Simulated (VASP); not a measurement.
Input of a VASP 6.6.1 run:

File INCAR:

```
ALGO = Normal ; EDIFF = 1E-6
ENCUT = 500 ; GGA = PS
GGA_COMPAT = F ; ISIF = 2
ISMEAR = 0 ; LASPH = T
LCHARG = F ; LREAL = F
LWAVE = F ; NBANDS = 14
NELM = 120 ; PREC = Accurate
SIGMA = 0.1
```

The input KPOINTS:

```
k-points
0
Gamma
  8 8 8
```

File POSCAR:

```
Rh
1.0
    0.0000000000      1.9029860865      1.9029860865
    1.9029860865      0.0000000000      1.9029860865
    1.9029860865      1.9029860865      0.0000000000
Rh
1
Direct
    0.0000000000      0.0000000000      0.0000000000
```

Potentials or basis: VASP PAW PBE potentials, release 64 (Rh_pv).

Launch:

```sh
$ cat potpaw_PBE.64/Rh_pv/POTCAR > POTCAR
$ mpirun -np 1 vasp_std > vasp.out
```

Estimate the pressure.

-4.9 GPa.

Caveat: the PAW data sets were made with another functional, which shifts forces and pressure a little.
